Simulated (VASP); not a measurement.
BAs, 2 atoms in the cell. The structure is cubic, space group F-43m (No. 216). The conventional cell has a = 4.777 Å, b = 4.777 Å, c = 4.777 Å, α = 90.00°, β = 90.00°, γ = 90.00°. B (site symmetry -43m) has 4 As at 2.07 Å within 2.7 Å. Within 2.7 Å of As (site symmetry -43m) lie 4 B at 2.07 Å. 

```yaml
Program: VASP 6.6.1
Task: elastic constants
Functional: r2SCAN
Potentials_or_basis: VASP PAW PBE potentials, release 64 (B, As)
Cutoff: 550 eV
k_mesh: 8 × 8 × 8
Occupations: gaussian, width 0.01 eV
Spin: no spin polarisation
Dipole_correction: no
Ions_in_elastic_constants: relaxed
Further_INCAR_settings: ALGO = Normal; EDIFF = 1e-08; IBRION = 6; POTIM = 0.015; NSW = 1; ISIF = 3
```

Potentials or basis: VASP PAW PBE potentials, release 64 (B, As).

Run with:

```sh
$ cat potpaw_PBE.64/B/POTCAR potpaw_PBE.64/As/POTCAR > POTCAR
$ mpirun -np 1 vasp_std > vasp.out
```

Hardware: 1 thread of Intel(R) Xeon(R) Platinum 8259CL CPU @ 2.50GHz (Skylake/Cascade Lake) (shared host).

Problem. How long does it take, and how much memory?

Solution. Run time: 27 min on 1 thread of Intel(R) Xeon(R) Platinum 8259CL CPU @ 2.50GHz (Skylake/Cascade Lake), on a shared host, peak memory 0.22 GiB. Counts: scf iterations 253, k points 29.
